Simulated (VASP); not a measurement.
# Sb (Fm-3m) in VASP: further runs

Runs on Sb. Level: PBEsol. Tasks: single point.

Program: VASP 6.6.1. These are calculated values, not measurements. Logs are shortened: lines on timing, memory, paths and dates and some standing lists are left out, and cuts for length are marked.

### 1 The cell of the first run

The structure is cubic, space group Fm-3m (No. 225). The conventional cell has a = 4.532 Å, b = 4.532 Å, c = 4.532 Å, α = 90.00°, β = 90.00°, γ = 90.00°. Within 4.2 Å of Sb (site symmetry m-3m) lie 12 Sb at 3.20 Å.

### 2 Single point, PBEsol (volume scaled by 0.95)

The input, INCAR:

```
SYSTEM = Sb
PREC = Accurate ; ENCUT = 520
EDIFF = 1E-6 ; ISMEAR = -1
SIGMA = 0.05 ; LREAL = .False.
LASPH = .True. ; NELM = 80
ALGO = Normal ; ISIF = 2
LWAVE = .False. ; LCHARG = .False.
GGA = PS ; NBANDS = 8
```

The input, KPOINTS:

```
regular mesh
0
Gamma
  12 12 12
  0 0 0
```

The input, POSCAR:

```
Sb
1.0
    0.0000000000      2.2659246546      2.2659246546
    2.2659246546      0.0000000000      2.2659246546
    2.2659246546      2.2659246546      0.0000000000
Sb
1
Direct
    0.0000000000      0.0000000000      0.0000000000
```

Potentials or basis: VASP PAW PBE potentials, release 64 (Sb).

The run is started by

```console
> cat potpaw_PBE.64/Sb/POTCAR > POTCAR
> mpirun -np 1 vasp_std > vasp.out
```

OUTCAR:

```text
SYSTEM = Sb
   PREC = Accurate
   ENCUT = 520
   EDIFF = 1E-6
   ISMEAR = -1
   LREAL = .False.
   LASPH = .True.
   NELM = 80
   ISIF = 2
   GGA = PS

 ion  position               nearest neighbor table
   1  0.000  0.000  0.000-

  LATTYP: Found a face centered cubic cell.
 ALAT       =     4.5318493092

  Lattice vectors:

 A1 = (   0.0000000000,   2.2659246546,   2.2659246546)
 A2 = (   2.2659246546,   0.0000000000,   2.2659246546)
 A3 = (   2.2659246546,   2.2659246546,   0.0000000000)

Analysis of symmetry for initial positions (statically):
=====================================================================
 Subroutine PRICEL returns:
 Original cell was already a primitive cell.

 Routine SETGRP: Setting up the symmetry group for a
 face centered cubic supercell.

 Subroutine GETGRP returns: Found 48 space group operations
 (whereof 48 operations were pure point group operations)
 out of a pool of 48 trial point group operations.

The static configuration has the point symmetry O_h .

Analysis of symmetry for dynamics (positions and initial velocities):
=====================================================================
 Subroutine PRICEL returns:
 Original cell was already a primitive cell.

 Routine SETGRP: Setting up the symmetry group for a
 face centered cubic supercell.

 Subroutine GETGRP returns: Found 48 space group operations
 (whereof 48 operations were pure point group operations)
 out of a pool of 48 trial point group operations.

The dynamic configuration has the point symmetry O_h .

 Subroutine INISYM returns: Found 48 space group operations
 (whereof 48 operations are pure point group operations),
 and found     1 'primitive' translations

----------------------------------------------------------------------------------------

                                     Primitive cell

  volume of cell :      23.2684

  direct lattice vectors                    reciprocal lattice vectors
     0.000000000  2.265924655  2.265924655    -0.220660470  0.220660470  0.220660470
     2.265924655  0.000000000  2.265924655     0.220660470 -0.220660470  0.220660470
     2.265924655  2.265924655  0.000000000     0.220660470  0.220660470 -0.220660470

  length of vectors
     3.204501378  3.204501378  3.204501378     0.382195146  0.382195146  0.382195146

  position of ions in fractional coordinates (direct lattice)
     0.000000000  0.000000000  0.000000000

  ion indices of the primitive-cell ions
   primitive index   ion index
                 1           1

----------------------------------------------------------------------------------------

 KPOINTS: regular mesh

Automatic generation of k-mesh.
 Grid dimensions read from file:
 generate k-points for:   12   12   12

 Generating k-lattice:

  Cartesian coordinates                     Fractional coordinates (reciprocal lattice)
    -0.018388373  0.018388373  0.018388373     0.083333333  0.000000000  0.000000000
     0.018388373 -0.018388373  0.018388373     0.000000000  0.083333333  0.000000000
     0.018388373  0.018388373 -0.018388373     0.000000000  0.000000000  0.083333333

  Length of vectors
     0.031849595  0.031849595  0.031849595

  Shift w.r.t. Gamma in fractional coordinates (k-lattice)
     0.000000000  0.000000000  0.000000000

 Subroutine IBZKPT returns following result:
 ===========================================

 Found     72 irreducible k-points:

 Following reciprocal coordinates:
            Coordinates               Weight
  0.000000  0.000000  0.000000      1.000000
  0.083333  0.000000  0.000000      8.000000
  0.166667  0.000000  0.000000      8.000000
  0.250000  0.000000  0.000000      8.000000
  0.333333  0.000000  0.000000      8.000000
  0.416667  0.000000  0.000000      8.000000
[... 16 lines left out ...]
  0.500000  0.166667  0.000000     24.000000
 -0.416667  0.166667  0.000000     24.000000
 [... further k-points ...]
   k-points           NKPTS =     72   k-points in BZ     NKDIM =     72   number of bands    NBANDS=      8
   number of dos      NEDOS =    301   number of ions     NIONS =      1
   total plane-waves  NPLWV =  13824
   dimension x,y,z NGX =    24 NGY =   24 NGZ =   24
   dimension x,y,z NGXF=    48 NGYF=   48 NGZF=   48
   ions per type =               1
   NGX,Y,Z   is equivalent  to a cutoff of  12.45, 12.45, 12.45 a.u.
   NGXF,Y,Z  is equivalent  to a cutoff of  24.90, 24.90, 24.90 a.u.
 SYSTEM =  Sb
   PREC   = accura    normal or accurate (medium, high low for compatibility)
   ISTART =      0    job   : 0-new  1-cont  2-samecut
   ICHARG =      2    charge: 1-file 2-atom 10-const
   ISPIN  =      1    spin polarized calculation?
   LNONCOLLINEAR =      F non collinear calculations
   LSORBIT =      F    spin-orbit coupling
   LASPH  =      T    aspherical Exc in radial PAW
   ENCUT  =  520.0 eV  38.22 Ry    6.18 a.u.   5.96  5.96  5.96*2*pi/ulx,y,z
   NELM   =     80;   NELMIN=  2; NELMDL= -5     # of ELM steps
   EDIFF  = 0.1E-05   stopping-criterion for ELM
   LREAL  =      F    real-space projection
   EDIFFG = 0.1E-04   stopping-criterion for IOM
   NSW    =      0    number of steps for IOM
   IBRION =     -1    ionic relax: 0-MD 1-quasi-New 2-CG
   NFREE  =      0    steps in history (QN), initial steepest desc. (CG)
   ISIF   =      2    stress and relaxation
   ISYM   =      2    0-nonsym 1-usesym 2-fastsym
   POTIM  = 0.5000    time-step for ionic-motion
   TEBEG  =    0.0;   TEEND  =   0.0 temperature during run
   PSTRESS=    0.0 pullay stress
   NELECT =       5.0000    total number of electrons
   NUPDOWN=      -1.0000    fix difference up-down
   EMIN   =  10.00;   EMAX   =-10.00  energy-range for DOS
   EFERMI =   0.00;   METHOD = LEGACY
   ISMEAR =    -1;   SIGMA  =   0.05  broadening in eV -4-tet -1-fermi 0-gaus
   EFERMI_NEDOS =   21; number of points for ismear=-14 and -15
   IALGO  =     38    algorithm
   IMIX   =      4    mixing-type and parameters
     AMIX     =   0.40;   BMIX     =  1.00
     AMIX_MAG =   1.60;   BMIX_MAG =  1.00
  volume/ion in A,a.u.               =      23.27       157.02
  Fermi-wavevector in a.u.,A,eV,Ry     =   0.980564  1.852998 13.082086  0.961506
  Thomas-Fermi vector in A             =   2.111504
   LORBIT       =      0    0 simple, 1 ext, 2 COOP (PROOUT), +10 PAW based schemes
   GGA     = PS    functional components
   LHFCALC =     F    Hartree Fock is set to
   AEXX    =    0.0000 exact exchange contribution
   IVDW    =     0    specifies the selected vdW correction
   LEPSILON=     F    determine dielectric tensor
   LRPA    =     F    only Hartree local field effects (RPA)
 non-spin polarized calculation
  energy-cutoff  :      520.00
  volume of cell :       23.27
 maximum number of plane-waves:       642
   NGX = 11   NGY = 11   NGZ = 11

 number of electron       5.0000000 magnetization

 Free energy of the ion-electron system (eV)
  ---------------------------------------------------
  ext. energy  EPLUGINS =         0.00000000
  ---------------------------------------------------
  free energy    TOTEN  =        -4.21204956 eV

  energy without entropy =       -4.20726461  energy(sigma->0) =       -4.20965709

 E-fermi :  10.4784     XC(G=0): -10.9772

 val. band max:       10.4581274115   @ k =   0.4167   0.3333   0.0000
 cond. band min:      10.5016195701   @ k =  -0.3333   0.3333   0.1667
 fundamental gap:      0.0434921586
 Fermi energy:        10.4783875655

 k-point     1 :       0.0000    0.0000    0.0000
  band No.  band energies     occupation
      1      -3.7727      2.00000
      2      16.8645      0.00000
      3      16.8645      0.00000
      4      16.8645      0.00000
      5      20.6191      0.00000
      6      20.9073      0.00000
      7      20.9073      0.00000
      8      20.9073      0.00000

 k-point     2 :       0.0833    0.0000    0.0000
  band No.  band energies     occupation
      1      -3.6152      2.00000
      2      15.2996      0.00000
      3      16.6202      0.00000
      4      16.6202      0.00000
      5      19.7308      0.00000
      6      21.2867      0.00000
      7      21.2867      0.00000
      8      22.8891      0.00000

 k-point     3 :       0.1667    0.0000    0.0000
  band No.  band energies     occupation
      1      -3.1436      2.00000
      2      12.4807      0.00000
      3      16.0984      0.00000
      4      16.0984      0.00000
      5      19.3697      0.00000
      6      21.9215      0.00000
      7      21.9215      0.00000
      8      23.4393      0.00000

 k-point     4 :       0.2500    0.0000    0.0000
  band No.  band energies     occupation
      1      -2.3625      2.00000
      2       9.6250      2.00000
      3      15.5648      0.00000
      4      15.5648      0.00000
      5      19.1927      0.00000
      6      21.3917      0.00000
      7      21.3917      0.00000
      8      22.4770      0.00000

 k-point     5 :       0.3333    0.0000    0.0000
  band No.  band energies     occupation
      1      -1.2903      2.00000
      2       6.9998      2.00000
      3      15.1401      0.00000
      4      15.1401      0.00000
      5      19.1880      0.00000
      6      20.6112      0.00000
      7      20.6112      0.00000
      8      21.3600      0.00000

 k-point     6 :       0.4167    0.0000    0.0000
  band No.  band energies     occupation
      1      -0.0125      2.00000
      2       4.7689      2.00000
      3      14.8722      0.00000
      4      14.8722      0.00000
      5      19.3680      0.00000
      6      20.0991      0.00000
      7      20.0991      0.00000
      8      20.4906      0.00000

 k-point     7 :       0.5000    0.0000    0.0000
  band No.  band energies     occupation
      1       0.8525      2.00000
      2       3.5832      2.00000
      3      14.7810      0.00000
      4      14.7810      0.00000
      5      19.6199      0.00000
      6      19.9239      0.00000
      7      19.9239      0.00000
      8      20.0072      0.00000

 k-point     8 :       0.0833    0.0833    0.0000
  band No.  band energies     occupation
      1      -3.5627      2.00000
      2      15.9130      0.00000
      3      15.9130      0.00000
      4      16.0909      0.00000
      5      18.9664      0.00000
      6      22.0289      0.00000
      7      22.0289      0.00000
      8      22.7282      0.00000

 k-point     9 :       0.1667    0.0833    0.0000
  band No.  band energies     occupation
      1      -3.1956      2.00000
      2      13.4982      0.00000
      3      15.1810      0.00000
      4      16.0041      0.00000
      5      18.8938      0.00000
      6      21.3175      0.00000
      7      22.1190      0.00000
      8      22.9703      0.00000

 k-point    10 :       0.2500    0.0833    0.0000
  band No.  band energies     occupation
      1      -2.5170      2.00000
      2      10.6551      0.05674
      3      14.5977      0.00000
      4      15.4569      0.00000
      5      19.0345      0.00000
      6      20.7679      0.00000
      7      22.2793      0.00000
      8      22.8768      0.00000
[... 78 lines left out ...]
 k-point    18 :      -0.0833    0.0833    0.0000
  band No.  band energies     occupation
      1      -3.3529      2.00000
      2      14.2049      0.00000
      3      14.8436      0.00000
      4      16.9428      0.00000
      5      19.7777      0.00000
      6      21.1688      0.00000
      7      22.0866      0.00000
      8      22.9828      0.00000

 k-point    19 :       0.1667    0.1667    0.0000
  band No.  band energies     occupation
      1      -2.9331      2.00000
      2      14.3043      0.00000
      3      14.3043      0.00000
      4      14.3270      0.00000
      5      17.5168      0.00000
      6      19.5978      0.00000
      7      24.0978      0.00000
      8      24.0978      0.00000

 k-point    20 :       0.2500    0.1667    0.0000
  band No.  band energies     occupation
      1      -2.3583      2.00000
      2      11.7735      0.00000
      3      13.6245      0.00000
      4      14.1436      0.00000
      5      17.5406      0.00000
      6      18.7325      0.00000
      7      24.2856      0.00000
      8      24.6086      0.00000

 k-point    21 :       0.3333    0.1667    0.0000
  band No.  band energies     occupation
      1      -1.4796      2.00000
      2       9.1216      2.00000
      3      13.2072      0.00000
      4      13.2977      0.00000
      5      17.2102      0.00000
      6      19.8438      0.00000
      7      23.7729      0.00000
      8      24.0741      0.00000

 k-point    22 :       0.4167    0.1667    0.0000
  band No.  band energies     occupation
      1      -0.3297      2.00000
      2       6.6861      2.00000
      3      12.3780      0.00000
      4      13.0844      0.00000
      5      16.9336      0.00000
      6      21.5979      0.00000
      7      22.8846      0.00000
      8      23.8679      0.00000

 k-point    23 :       0.5000    0.1667    0.0000
  band No.  band energies     occupation
      1       0.9242      2.00000
      2       4.7264      2.00000
      3      11.6000      0.00000
      4      13.2685      0.00000
      5      16.9818      0.00000
      6      22.1830      0.00000
      7      22.4439      0.00000
      8      24.5425      0.00000

 k-point    24 :      -0.4167    0.1667    0.0000
  band No.  band energies     occupation
      1       1.2291      2.00000
      2       4.3283      2.00000
      3      11.0581      0.00002
      4      13.7527      0.00000
      5      17.3409      0.00000
      6      21.7086      0.00000
      7      22.1648      0.00000
      8      25.1324      0.00000

 [... further k-points ...]
[... 5 lines left out ...]
  --------------------------------------------------------------------------------------
  -------------------------------------------------------------------------------------
  Total        1.4992686      1.4992686      1.4992686      0.0000000      0.0000000     -0.0000000
  in kB      103.2342113    103.2342113    103.2342113      0.0000000      0.0000000     -0.0000000
  external PRESSURE =     103.2342113 kB  Pullay stress =       0.0000000 kB

 VOLUME and BASIS-vectors are now :
 -----------------------------------------------------------------------------
  energy-cutoff  :      520.00
  volume of cell :       23.27
      direct lattice vectors                 reciprocal lattice vectors
     0.000000000  2.265924655  2.265924655    -0.220660470  0.220660470  0.220660470
     2.265924655  0.000000000  2.265924655     0.220660470 -0.220660470  0.220660470
     2.265924655  2.265924655  0.000000000     0.220660470  0.220660470 -0.220660470

 POSITION                                       TOTAL-FORCE (eV/Angst)
 -----------------------------------------------------------------------------------
      0.00000      0.00000      0.00000        -0.000000     -0.000000      0.000000
 -----------------------------------------------------------------------------------
    total drift:                               -0.000000      0.000000      0.000000

  FREE ENERGIE OF THE ION-ELECTRON SYSTEM (eV)
  ---------------------------------------------------
  free  energy   TOTEN  =        -4.2120495641 eV

  energy  without entropy=       -4.2072646147  energy(sigma->0) =       -4.20965709
```

Wall time 19 s (1 thread of AMD EPYC 7R13, shared host); peak memory 0.11 GiB.

Results:

- Free energy: -4.2120 eV
- Pressure: 10.3 GPa

Levels at points of the mesh, in eV from the Fermi level:
```csv
k point,band 1,band 2,band 3,band 4,band 5,band 6
"(0.00, 0.00, 0.00)",-14.25,6.39,6.39,6.39,10.14,10.43
"(0.50, 0.00, 0.00)",-9.63,-6.90,4.30,4.30,9.14,9.45
"(0.50, 0.50, 0.00)",-7.55,-5.84,0.33,0.33,4.24,4.50
```

Caveat: the PAW data sets were made with another functional, which shifts forces and pressure a little; spin-orbit coupling is left out, which moves the levels of the heavy elements.

[end of part 1 of 2]
